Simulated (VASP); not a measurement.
# Sc3Ta (P6_3/mmc) in VASP: further runs, part 2 of 2

VASP 6.6.1.

## (3) Relaxation of cell and atoms, PBE

This run uses another cell than the first one, of 18.92 Å³/atom, 0.854 times its volume.

Contents of INCAR:

```
ALGO     = Normal         # electronic algorithm
EDIFF    = 1E-6           # SCF threshold, eV
EDIFFG   = -0.04          # ionic threshold
ENCUT    = 600            # plane-wave cutoff, eV
GGA      = PE             # functional
IBRION   = 2              # ionic algorithm
ISIF     = 3              # what is computed and relaxed
ISMEAR   = 0              # smearing method
LASPH    = True           # aspherical terms in the spheres
LCHARG   = False          # write CHGCAR
LREAL    = False          # projectors in reciprocal space
LWAVE    = False          # write WAVECAR
NELM     = 100            # most SCF steps
NSW      = 90             # ionic steps
PREC     = Accurate       # precision mode
SIGMA    = 0.1            # smearing width, eV
```

Contents of KPOINTS:

```
k-points
0
Gamma
  3 3 4
```

Contents of POSCAR:

```
Sc3Ta
1.0
    6.0159104194      0.0000000000      0.0000000000
   -3.0079552097      5.2099312501      0.0000000000
    0.0000000000      0.0000000000      4.8286963203
Sc Ta
6 2
Direct
    0.8330000000      0.6660000000      0.2500000000
    0.1670000000      0.8330000000      0.7500000000
    0.3340000000      0.1670000000      0.2500000000
    0.1670000000      0.3340000000      0.7500000000
    0.8330000000      0.1670000000      0.2500000000
    0.6660000000      0.8330000000      0.7500000000
    0.3333333333      0.6666666667      0.2500000000
    0.6666666667      0.3333333333      0.7500000000
```

Potentials or basis: VASP PAW PBE potentials, release 64 (Sc_sv, Ta_pv).

Run with:

```console
cat potpaw_PBE.64/Sc_sv/POTCAR potpaw_PBE.64/Ta_pv/POTCAR > POTCAR
mpirun -np 1 vasp_std > vasp.out
```

OUTCAR:

```text
EDIFF = 1E-6
   EDIFFG = -0.04
   ENCUT = 600
   GGA = PE
   IBRION = 2
   ISIF = 3
   ISMEAR = 0
   LASPH = True
   LREAL = False
   NELM = 100
   NSW = 90
   PREC = Accurate

 ion  position               nearest neighbor table
   1  0.833  0.666  0.250-   8 2.97   8 2.97   2 2.98   2 2.98   6 2.98   6 2.98   5 3.00   3 3.00
                             7 3.01   7 3.01   5 3.01   3 3.01
   2  0.167  0.833  0.750-   7 2.97   7 2.97   1 2.98   1 2.98   3 2.98   3 2.98   6 3.00   4 3.00
                             8 3.01   8 3.01   6 3.01   4 3.01
   3  0.334  0.167  0.250-   8 2.97   8 2.97   4 2.98   4 2.98   2 2.98   2 2.98   5 3.00   1 3.00
                             7 3.01   7 3.01   5 3.01   1 3.01
   4  0.167  0.334  0.750-   7 2.97   7 2.97   3 2.98   3 2.98   5 2.98   5 2.98   2 3.00   6 3.00
                             8 3.01   8 3.01   2 3.01   6 3.01
   5  0.833  0.167  0.250-   8 2.97   8 2.97   4 2.98   4 2.98   6 2.98   6 2.98   3 3.00   1 3.00
                             7 3.01   7 3.01   3 3.01   1 3.01
   6  0.666  0.833  0.750-   7 2.97   7 2.97   1 2.98   1 2.98   5 2.98   5 2.98   2 3.00   4 3.00
                             8 3.01   8 3.01   2 3.01   4 3.01
   7  0.333  0.667  0.250-   2 2.97   2 2.97   6 2.97   6 2.97   4 2.97   4 2.97   1 3.01   3 3.01
                             5 3.01   5 3.01   1 3.01   3 3.01
   8  0.667  0.333  0.750-   5 2.97   5 2.97   3 2.97   3 2.97   1 2.97   1 2.97   4 3.01   6 3.01
                             2 3.01   2 3.01   4 3.01   6 3.01

  LATTYP: Found a hexagonal cell.
 ALAT       =     6.0159104194
 C/A-ratio  =     0.8026542923

  Lattice vectors:

 A1 = (   6.0159104194,   0.0000000000,   0.0000000000)
 A2 = (  -3.0079552097,   5.2099312501,   0.0000000000)
 A3 = (   0.0000000000,   0.0000000000,   4.8286963203)

Analysis of symmetry for initial positions (statically):
=====================================================================
 Subroutine PRICEL returns:
 Original cell was already a primitive cell.

 Routine SETGRP: Setting up the symmetry group for a
 hexagonal supercell.

 Subroutine GETGRP returns: Found 24 space group operations
 (whereof 12 operations were pure point group operations)
 out of a pool of 24 trial point group operations.

The static configuration has the point symmetry D_3d.
 The point group associated with its full space group is D_6h.

Analysis of symmetry for dynamics (positions and initial velocities):
=====================================================================
 Subroutine PRICEL returns:
 Original cell was already a primitive cell.

 Routine SETGRP: Setting up the symmetry group for a
 hexagonal supercell.

 Subroutine GETGRP returns: Found 24 space group operations
 (whereof 12 operations were pure point group operations)
 out of a pool of 24 trial point group operations.

The dynamic configuration has the point symmetry D_3d.
 The point group associated with its full space group is D_6h.

 Subroutine INISYM returns: Found 24 space group operations
 (whereof 12 operations are pure point group operations),
 and found     1 'primitive' translations

----------------------------------------------------------------------------------------

                                     Primitive cell

  volume of cell :     151.3433

  direct lattice vectors                    reciprocal lattice vectors
     6.015910419  0.000000000  0.000000000     0.166225879  0.095970556  0.000000000
    -3.007955210  5.209931250  0.000000000     0.000000000  0.191941112  0.000000000
     0.000000000  0.000000000  4.828696320     0.000000000  0.000000000  0.207095235

  length of vectors
[... 43 lines left out ...]

 Subroutine IBZKPT returns following result:
 ===========================================

 Found      9 irreducible k-points:

 Following reciprocal coordinates:
            Coordinates               Weight
  0.000000  0.000000  0.000000      1.000000
  0.333333  0.000000  0.000000      6.000000
  0.333333  0.333333  0.000000      2.000000
  0.000000  0.000000  0.250000      2.000000
  0.333333  0.000000  0.250000     12.000000
  0.333333  0.333333  0.250000      4.000000
  0.000000  0.000000  0.500000      1.000000
  0.333333  0.000000  0.500000      6.000000
  0.333333  0.333333  0.500000      2.000000
   k-points           NKPTS =      9   k-points in BZ     NKDIM =      9   number of bands    NBANDS=     52
   number of dos      NEDOS =    301   number of ions     NIONS =      8
   total plane-waves  NPLWV =  92160
   dimension x,y,z NGX =    48 NGY =   48 NGZ =   40
   dimension x,y,z NGXF=    96 NGYF=   96 NGZF=   80
   ions per type =               6   2
   NGX,Y,Z   is equivalent  to a cutoff of  13.26, 13.26, 13.77 a.u.
   NGXF,Y,Z  is equivalent  to a cutoff of  26.53, 26.53, 27.54 a.u.
 SYSTEM =  unknown system
   PREC   = accura    normal or accurate (medium, high low for compatibility)
   ISTART =      0    job   : 0-new  1-cont  2-samecut
   ICHARG =      2    charge: 1-file 2-atom 10-const
   ISPIN  =      1    spin polarized calculation?
   LNONCOLLINEAR =      F non collinear calculations
   LSORBIT =      F    spin-orbit coupling
   LASPH  =      T    aspherical Exc in radial PAW
   ENCUT  =  600.0 eV  44.10 Ry    6.64 a.u.  12.02 12.02  9.64*2*pi/ulx,y,z
   NELM   =    100;   NELMIN=  2; NELMDL= -5     # of ELM steps
   EDIFF  = 0.1E-05   stopping-criterion for ELM
   LREAL  =      F    real-space projection
   EDIFFG = -.4E-01   stopping-criterion for IOM
   NSW    =     90    number of steps for IOM
   IBRION =      2    ionic relax: 0-MD 1-quasi-New 2-CG
   NFREE  =      1    steps in history (QN), initial steepest desc. (CG)
   ISIF   =      3    stress and relaxation
   ISYM   =      2    0-nonsym 1-usesym 2-fastsym
   POTIM  = 0.5000    time-step for ionic-motion
   TEBEG  =    0.0;   TEEND  =   0.0 temperature during run
   PSTRESS=    0.0 pullay stress
   NELECT =      88.0000    total number of electrons
   NUPDOWN=      -1.0000    fix difference up-down
   EMIN   =  10.00;   EMAX   =-10.00  energy-range for DOS
   EFERMI =   0.00;   METHOD = LEGACY
   ISMEAR =     0;   SIGMA  =   0.10  broadening in eV -4-tet -1-fermi 0-gaus
   EFERMI_NEDOS =   21; number of points for ismear=-14 and -15
   IALGO  =     38    algorithm
   IMIX   =      4    mixing-type and parameters
     AMIX     =   0.40;   BMIX     =  1.00
     AMIX_MAG =   1.60;   BMIX_MAG =  1.00
  volume/ion in A,a.u.               =      18.92       127.66
  Fermi-wavevector in a.u.,A,eV,Ry     =   1.366411  2.582142 25.403147  1.867079
  Thomas-Fermi vector in A             =   2.492554
   LORBIT       =      0    0 simple, 1 ext, 2 COOP (PROOUT), +10 PAW based schemes
   GGA     = PE    functional components
   LHFCALC =     F    Hartree Fock is set to
   AEXX    =    0.0000 exact exchange contribution
   IVDW    =     0    specifies the selected vdW correction
   LEPSILON=     F    determine dielectric tensor
   LRPA    =     F    only Hartree local field effects (RPA)
 conjugate gradient relaxation of ions
 non-spin polarized calculation
 Gauss-broadening in eV      SIGMA  =   0.10
  energy-cutoff  :      600.00
  volume of cell :      151.34
 maximum number of plane-waves:      5064
   NGX = 25   NGY = 25   NGZ = 19

--------------------------------------- Ionic step        1  -------------------------------------------

 number of electron      87.9999995 magnetization

 Free energy of the ion-electron system (eV)
  ---------------------------------------------------
  ext. energy  EPLUGINS =         0.00000000
  ---------------------------------------------------
  free energy    TOTEN  =       -58.85770969 eV

  energy without entropy =      -58.78918573  energy(sigma->0) =      -58.82344771

------------------------ aborting loop because EDIFF is reached ----------------------------------------

  FORCE on cell =-STRESS in cart. coord.  units (eV):
  Direction    XX          YY          ZZ          XY          YZ          ZX
  --------------------------------------------------------------------------------------
  -------------------------------------------------------------------------------------
  Total       14.8332033     14.8332033     13.5377028      0.0000000      0.0000000     -0.0000000
  in kB      157.0298747    157.0298747    143.3152191      0.0000000      0.0000000     -0.0000000
  external PRESSURE =     152.4583228 kB  Pullay stress =       0.0000000 kB
[... 155 lines left out ...]
--------------------------------------- Ionic step        5  -------------------------------------------

 number of electron      88.0000015 magnetization

 Free energy of the ion-electron system (eV)
  ---------------------------------------------------
  ext. energy  EPLUGINS =         0.00000000
  ---------------------------------------------------
  free energy    TOTEN  =       -60.03496842 eV

  energy without entropy =      -59.96085939  energy(sigma->0) =      -59.99791390

 E-fermi :   4.1619     XC(G=0): -10.6374

 val. band max:        4.1468597676   @ k =   0.3333   0.0000   0.5000
 cond. band min:       4.1762947476   @ k =   0.3333   0.0000   0.2500
 fundamental gap:      0.0294349800
 Fermi energy:         4.1618500521

 k-point     1 :       0.0000    0.0000    0.0000
  band No.  band energies     occupation
      1     -44.8699      2.00000
      2     -44.8110      2.00000
      3     -44.8110      2.00000
      4     -44.8062      2.00000
      5     -44.7802      2.00000
      6     -44.7802      2.00000
[... 519 lines left out ...]
  FREE ENERGIE OF THE ION-ELECTRON SYSTEM (eV)
  ---------------------------------------------------
  free  energy   TOTEN  =       -60.0349684171 eV

  energy  without entropy=      -59.9608593919  energy(sigma->0) =      -59.99791390

 reached required accuracy - stopping structural energy minimisation
```

Wall time 4.3 min (1 thread of Intel Xeon Platinum 8488C (Sapphire Rapids), shared host); peak memory 0.34 GiB.

What came out:

```
Free energy                            : -60.0350 eV
Relaxed volume                         : 22.10 Å³/atom
Relaxed cell                           : a = 6.395 Å, b = 6.395 Å, c = 4.993 Å, α = 90.00°, β = 90.00°, γ = 120.00°
Space group after relaxing (to 0.05 Å) : P6_3/mmc (No. 194)
Energy gained by relaxing              : 147.2 meV/atom
Ionic steps                            : 5
Pressure after relaxing                : 0.1 GPa
Largest force after relaxing           : 0.036 eV/Å
Band gap on the k mesh                 : zero (band 44 reaches 4.15 eV, above the bottom of band 45 at 4.07 eV)
```

Forces on the atoms (eV/Å):
```
Sc   0.000 -0.036  0.000
Sc   0.031 -0.018  0.000
Sc   0.031  0.018  0.000
Sc   0.000  0.036  0.000
Sc  -0.031  0.018  0.000
Sc  -0.031 -0.018  0.000
Ta   0.000  0.000  0.000
Ta   0.000  0.000  0.000
```

The path:
| step | energy change (eV) | largest force (eV/Å) | pressure (GPa) | volume (Å³) |
| --- | --- | --- | --- | --- |
| 1 | 0.0000 | 0.4255 | 15.25 | 151.34 |
| 2 | -0.7420 | 0.3661 | -6.37 | 194.29 |
| 3 | -1.1025 | 0.3890 | -0.21 | 176.92 |
| 4 | -1.1447 | 0.2649 | -0.14 | 176.89 |
| 5 | -1.1773 | 0.0359 | 0.13 | 176.81 |

Final structure:
```
CELL_PARAMETERS angstrom
6.39464 0.00000 0.00000
-3.19732 5.53792 0.00000
0.00000 0.00000 4.99271
ATOMIC_POSITIONS crystal
Sc 0.82742 0.65485 0.25000
Sc 0.17258 0.82742 0.75000
Sc 0.34515 0.17258 0.25000
Sc 0.17258 0.34515 0.75000
Sc 0.82742 0.17258 0.25000
Sc 0.65485 0.82742 0.75000
Ta 0.33333 0.66667 0.25000
Ta 0.66667 0.33333 0.75000
```

Caveat: the k points lie up to 0.38 Å⁻¹ apart in the final cell; the volume moved by over 15 % at a fixed basis, so the end points are rough; spin-orbit coupling is left out, which moves the levels of the heavy elements.
